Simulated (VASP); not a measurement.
# LiNbO3 (R3c) in VASP: a series of runs

Runs on LiNbO3. Level: PBE. Tasks: single point.

Everything below comes from runs of VASP 6.6.1. Logs are shortened: lines on timing, memory, paths and dates and some standing lists are left out, and cuts for length are marked.

## (1) The cell of the first run

Symmetry: R3c, No. 161, trigonal system. Conventional cell: a = 5.223 Å, b = 5.223 Å, c = 13.795 Å, α = 90.00°, β = 90.00°, γ = 120.00°. Within 2.6 Å of Li (site symmetry 3) lie 3 O at 1.99 Å. Within 2.5 Å of Nb (site symmetry 3) lie 6 O at 1.91 to 2.10 Å. Within 2.5 Å of O (site symmetry 1) lie 2 Nb at 1.91 to 2.10 Å and 1 Li at 1.99 Å.

## (2) Single point, PBE

INCAR reads:

```
PREC     = Accurate       # precision mode
ENCUT    = 520            # plane-wave cutoff, eV
EDIFF    = 1E-7           # SCF threshold, eV
ISMEAR   = 0              # smearing method
SIGMA    = 0.05           # smearing width, eV
LREAL    = F              # projectors in reciprocal space
LASPH    = T              # aspherical terms in the spheres
NELM     = 80             # most SCF steps
ALGO     = Normal         # electronic algorithm
ISIF     = 2              # what is computed and relaxed
LWAVE    = F              # write WAVECAR
LCHARG   = T              # write CHGCAR
GGA      = PE             # functional
LELF     = T              # ELF
LVHAR    = T            
NBANDS   = 45             # bands
```

KPOINTS reads:

```
regular mesh
0
Gamma
  6 6 6
```

POSCAR reads:

```
LiNbO3
1.0
    2.6115578418      1.5077836230      4.5982666595
   -2.6115578418      1.5077836230      4.5982666595
    0.0000000000     -3.0155672459      4.5982666595
Li Nb O
2 2 6
Direct
    0.2409598753      0.2409591094      0.2409594924
    0.7409600266      0.7409604095      0.7409602181
   -0.0064396729     -0.0064396729     -0.0064396729
    0.4935606178      0.4935606178      0.4935606178
    0.1339621613      0.3765897569      0.7578629938
    0.7578628306      0.1339620408      0.3765898231
    0.3765897751      0.7578629692      0.1339619501
    0.8765863352      0.6339587396      0.2578662859
    0.2578661461      0.8765865031      0.6339587115
    0.6339585773      0.2578661989      0.8765865844
```

Potentials or basis: VASP PAW PBE potentials, release 64 (Li_sv, Nb_sv, O).

Run with:

```
> cat potpaw_PBE.64/Li_sv/POTCAR potpaw_PBE.64/Nb_sv/POTCAR potpaw_PBE.64/O/POTCAR > POTCAR
> mpirun -np 1 vasp_std > vasp.out
```

OUTCAR:

```text
PREC = Accurate
   ENCUT = 520
   EDIFF = 1E-7
   ISMEAR = 0
   LREAL = F
   LASPH = T
   NELM = 80
   ISIF = 2
   GGA = PE

 ion  position               nearest neighbor table
   1  0.241  0.241  0.241-  10 1.99   9 1.99   8 1.99
   2  0.741  0.741  0.741-   7 1.99   6 1.99   5 1.99
   3  0.994  0.994  0.994-   9 1.91   8 1.91  10 1.91   7 2.10   6 2.10   5 2.10
   4  0.494  0.494  0.494-   5 1.91   6 1.91   7 1.91   8 2.10  10 2.10   9 2.10
   5  0.134  0.377  0.758-   4 1.91   2 1.99   3 2.10
   6  0.758  0.134  0.377-   4 1.91   2 1.99   3 2.10
   7  0.377  0.758  0.134-   4 1.91   2 1.99   3 2.10
   8  0.877  0.634  0.258-   3 1.91   1 1.99   4 2.10
   9  0.258  0.877  0.634-   3 1.91   1 1.99   4 2.10
  10  0.634  0.258  0.877-   3 1.91   1 1.99   4 2.10

  LATTYP: Found a trigonal (rhomboedric) cell.
 ALAT       =     5.4988818942
 COS(alpha) =     0.5488920195

  Lattice vectors:

 A1 = (   2.6115578418,   1.5077836230,   4.5982666595)
 A2 = (  -2.6115578418,   1.5077836230,   4.5982666595)
 A3 = (   0.0000000000,  -3.0155672459,   4.5982666595)

Analysis of symmetry for initial positions (statically):
=====================================================================
 Subroutine PRICEL returns:
 Original cell was already a primitive cell.

 Routine SETGRP: Setting up the symmetry group for a
 trigonal (rhombohedral) supercell.

 Subroutine GETGRP returns: Found  6 space group operations
 (whereof  3 operations were pure point group operations)
 out of a pool of 12 trial point group operations.

The static configuration has the point symmetry C_3 .
 The point group associated with its full space group is C_3v.

Analysis of symmetry for dynamics (positions and initial velocities):
=====================================================================
 Subroutine PRICEL returns:
 Original cell was already a primitive cell.

 Routine SETGRP: Setting up the symmetry group for a
 trigonal (rhombohedral) supercell.

 Subroutine GETGRP returns: Found  6 space group operations
 (whereof  3 operations were pure point group operations)
 out of a pool of 12 trial point group operations.

The dynamic configuration has the point symmetry C_3 .
 The point group associated with its full space group is C_3v.

 Subroutine INISYM returns: Found  6 space group operations
 (whereof  3 operations are pure point group operations),
 and found     1 'primitive' translations

----------------------------------------------------------------------------------------

                                     Primitive cell

  volume of cell :     108.6386

  direct lattice vectors                    reciprocal lattice vectors
     2.611557842  1.507783623  4.598266660     0.191456606  0.110537523  0.072491084
    -2.611557842  1.507783623  4.598266660    -0.191456606  0.110537523  0.072491084
     0.000000000 -3.015567246  4.598266660     0.000000000 -0.221075046  0.072491084

  length of vectors
     5.498881894  5.498881894  5.498881894     0.232656685  0.232656685  0.232656685

  position of ions in fractional coordinates (direct lattice)
     0.240959875  0.240959109  0.240959492
     0.740960027  0.740960409  0.740960218
     0.993560327  0.993560327  0.993560327
     0.493560618  0.493560618  0.493560618
     0.133962161  0.376589757  0.757862994
     0.757862831  0.133962041  0.376589823
     0.376589775  0.757862969  0.133961950
     0.876586335  0.633958740  0.257866286
     0.257866146  0.876586503  0.633958712
     0.633958577  0.257866199  0.876586584

  ion indices of the primitive-cell ions
   primitive index   ion index
                 1           1
                 2           2
                 3           3
                 4           4
                 5           5
                 6           6
                 7           7
                 8           8
                 9           9
                10          10

----------------------------------------------------------------------------------------

 KPOINTS: regular mesh

Automatic generation of k-mesh.
 Grid dimensions read from file:
 generate k-points for:    6    6    6

 Generating k-lattice:

  Cartesian coordinates                     Fractional coordinates (reciprocal lattice)
     0.031909434  0.018422920  0.012081847     0.166666667 -0.000000000 -0.000000000
    -0.031909434  0.018422920  0.012081847    -0.000000000  0.166666667 -0.000000000
     0.000000000 -0.036845841  0.012081847     0.000000000  0.000000000  0.166666667

  Length of vectors
     0.038776114  0.038776114  0.038776114

  Shift w.r.t. Gamma in fractional coordinates (k-lattice)
     0.000000000  0.000000000  0.000000000

 Subroutine IBZKPT returns following result:
 ===========================================

 Found     32 irreducible k-points:

 Following reciprocal coordinates:
            Coordinates               Weight
  0.000000  0.000000  0.000000      1.000000
  0.166667 -0.000000  0.000000      6.000000
  0.333333 -0.000000 -0.000000      6.000000
  0.500000 -0.000000 -0.000000      3.000000
  0.166667  0.166667  0.000000      6.000000
  0.333333  0.166667 -0.000000     12.000000
[... 16 lines left out ...]
  0.500000  0.500000  0.166667      6.000000
 -0.333333  0.500000  0.166667     12.000000
 [... further k-points ...]
   k-points           NKPTS =     32   k-points in BZ     NKDIM =     32   number of bands    NBANDS=     45
   number of dos      NEDOS =    301   number of ions     NIONS =     10
   total plane-waves  NPLWV =  74088
   dimension x,y,z NGX =    42 NGY =   42 NGZ =   42
   dimension x,y,z NGXF=    84 NGYF=   84 NGZF=   84
   ions per type =               2   2   6
   NGX,Y,Z   is equivalent  to a cutoff of  12.70, 12.70, 12.70 a.u.
   NGXF,Y,Z  is equivalent  to a cutoff of  25.40, 25.40, 25.40 a.u.
 SYSTEM =  unknown system
   PREC   = accura    normal or accurate (medium, high low for compatibility)
   ISTART =      0    job   : 0-new  1-cont  2-samecut
   ICHARG =      2    charge: 1-file 2-atom 10-const
   ISPIN  =      1    spin polarized calculation?
   LNONCOLLINEAR =      F non collinear calculations
   LSORBIT =      F    spin-orbit coupling
   LASPH  =      T    aspherical Exc in radial PAW
   ENCUT  =  520.0 eV  38.22 Ry    6.18 a.u.  10.22 10.22 10.22*2*pi/ulx,y,z
   NELM   =     80;   NELMIN=  2; NELMDL= -5     # of ELM steps
   EDIFF  = 0.1E-06   stopping-criterion for ELM
   LREAL  =      F    real-space projection
   EDIFFG = 0.1E-05   stopping-criterion for IOM
   NSW    =      0    number of steps for IOM
   IBRION =     -1    ionic relax: 0-MD 1-quasi-New 2-CG
   NFREE  =      0    steps in history (QN), initial steepest desc. (CG)
   ISIF   =      2    stress and relaxation
   ISYM   =      2    0-nonsym 1-usesym 2-fastsym
   POTIM  = 0.5000    time-step for ionic-motion
   TEBEG  =    0.0;   TEEND  =   0.0 temperature during run
   PSTRESS=    0.0 pullay stress
   NELECT =      68.0000    total number of electrons
   NUPDOWN=      -1.0000    fix difference up-down
   EMIN   =  10.00;   EMAX   =-10.00  energy-range for DOS
   EFERMI =   0.00;   METHOD = LEGACY
   ISMEAR =     0;   SIGMA  =   0.05  broadening in eV -4-tet -1-fermi 0-gaus
   EFERMI_NEDOS =   21; number of points for ismear=-14 and -15
   IALGO  =     38    algorithm
   IMIX   =      4    mixing-type and parameters
     AMIX     =   0.40;   BMIX     =  1.00
     AMIX_MAG =   1.60;   BMIX_MAG =  1.00
  volume/ion in A,a.u.               =      10.86        73.31
  Fermi-wavevector in a.u.,A,eV,Ry     =   1.400393  2.646358 26.682374  1.961099
  Thomas-Fermi vector in A             =   2.523357
   LORBIT       =      0    0 simple, 1 ext, 2 COOP (PROOUT), +10 PAW based schemes
   GGA     = PE    functional components
   LHFCALC =     F    Hartree Fock is set to
   AEXX    =    0.0000 exact exchange contribution
   IVDW    =     0    specifies the selected vdW correction
   LEPSILON=     F    determine dielectric tensor
   LRPA    =     F    only Hartree local field effects (RPA)
 non-spin polarized calculation
 Gauss-broadening in eV      SIGMA  =   0.05
  energy-cutoff  :      520.00
  volume of cell :      108.64
 maximum number of plane-waves:      2952
 NGX is ok and might be reduce to    42
   NGX = 21   NGY = 21   NGZ = 21

 number of electron      67.9999994 magnetization

 Free energy of the ion-electron system (eV)
  ---------------------------------------------------
  ext. energy  EPLUGINS =         0.00000000
  ---------------------------------------------------
  free energy    TOTEN  =       -79.85256588 eV

  energy without entropy =      -79.85256588  energy(sigma->0) =      -79.85256588

 E-fermi :   3.7712     XC(G=0): -10.6842

 val. band max:        3.4504862686   @ k =  -0.1667   0.1667   0.0000
 cond. band min:       6.5174480892   @ k =   0.0000   0.0000   0.0000
 fundamental gap:      3.0669618205
 Fermi energy:         3.7712188064

 k-point     1 :       0.0000    0.0000    0.0000
  band No.  band energies     occupation
      1     -50.8809      2.00000
      2     -50.8668      2.00000
      3     -39.3757      2.00000
      4     -39.3739      2.00000
      5     -27.1290      2.00000
      6     -27.1290      2.00000
[... 37 lines left out ...]
     44      13.8397      0.00000
     45      14.3526      0.00000

 k-point     2 :       0.1667   -0.0000    0.0000
  band No.  band energies     occupation
      1     -50.8800      2.00000
      2     -50.8677      2.00000
      3     -39.3756      2.00000
      4     -39.3741      2.00000
      5     -27.1199      2.00000
      6     -27.1191      2.00000
[... 37 lines left out ...]
     44      13.6469      0.00000
     45      13.6667      0.00000

 k-point     3 :       0.3333   -0.0000   -0.0000
  band No.  band energies     occupation
      1     -50.8775      2.00000
      2     -50.8702      2.00000
      3     -39.3753      2.00000
      4     -39.3744      2.00000
      5     -27.0940      2.00000
      6     -27.0915      2.00000
[... 997 lines left out ...]
     44      13.0944      0.00000
     45      13.4788      0.00000

 k-point    24 :      -0.3333    0.5000    0.1667
  band No.  band energies     occupation
      1     -50.8754      2.00000
      2     -50.8722      2.00000
      3     -39.3750      2.00000
      4     -39.3747      2.00000
      5     -27.1334      2.00000
      6     -27.1312      2.00000
[... 37 lines left out ...]
     44      13.0956      0.00000
     45      13.5754      0.00000

 [... further k-points ...]
[... 5 lines left out ...]
  --------------------------------------------------------------------------------------
  -------------------------------------------------------------------------------------
  Total        0.3501176      0.3501176      1.0017365      0.0000000      0.0000000      0.0000000
  in kB        5.1634558      5.1634558     14.7733848      0.0000000      0.0000000      0.0000000
  external PRESSURE =       8.3667655 kB  Pullay stress =       0.0000000 kB

 VOLUME and BASIS-vectors are now :
 -----------------------------------------------------------------------------
  energy-cutoff  :      520.00
  volume of cell :      108.64
      direct lattice vectors                 reciprocal lattice vectors
     2.611557842  1.507783623  4.598266660     0.191456606  0.110537523  0.072491084
    -2.611557842  1.507783623  4.598266660    -0.191456606  0.110537523  0.072491084
     0.000000000 -3.015567246  4.598266660     0.000000000 -0.221075046  0.072491084

 POSITION                                       TOTAL-FORCE (eV/Angst)
 -----------------------------------------------------------------------------------
      0.00000     -0.00000      3.32399         0.000000     -0.000000     -0.197775
     -0.00000     -0.00000     10.22140         0.000000     -0.000000     -0.197775
      0.00000      0.00000     13.70597         0.000000     -0.000000     -0.124479
      0.00000      0.00000      6.80857         0.000000     -0.000000     -0.124479
     -0.63364     -1.51559      5.83251        -0.009065     -0.002437      0.107418
      1.62935      0.20905      5.83251         0.006643     -0.006632      0.107418
     -0.99572      1.30654      5.83251         0.002422      0.009069      0.107418
      0.63364      1.49996      8.13163         0.009065     -0.002437      0.107418
     -1.61582     -0.20124      8.13163        -0.002422      0.009069      0.107418
      0.98219     -1.29873      8.13163        -0.006643     -0.006632      0.107418
 -----------------------------------------------------------------------------------
    total drift:                                0.007898      0.003285      0.000812

  FREE ENERGIE OF THE ION-ELECTRON SYSTEM (eV)
  ---------------------------------------------------
  free  energy   TOTEN  =       -79.8525658814 eV

  energy  without entropy=      -79.8525658814  energy(sigma->0) =      -79.85256588
```

Wall time 3.1 min (1 thread of Intel Xeon Platinum 8375C at 2.90GHz (Ice Lake), shared host); peak memory 0.32 GiB.

Results:

```yaml
Free_energy: -79.8526 eV
Largest_force: 0.198 eV/Å
Band_gap_on_the_k_mesh: 3.07 eV, indirect (least direct gap 3.12 eV)
```

Forces on the atoms (eV/Å):
```
Li   0.000  0.000 -0.198
Li   0.000  0.000 -0.198
Nb   0.000  0.000 -0.124
Nb   0.000  0.000 -0.124
O   -0.009 -0.002  0.107
O    0.007 -0.007  0.107
O    0.002  0.009  0.107
O    0.009 -0.002  0.107
O   -0.002  0.009  0.107
O   -0.007 -0.007  0.107
```

Caveat: the cutoff is under 1.25 times the usual one of these potentials, so pressure, stress and relaxed cells hold a basis-set (Pulay) error. A k mesh can miss the band edges.

(Part 1 of 2 ends here.)
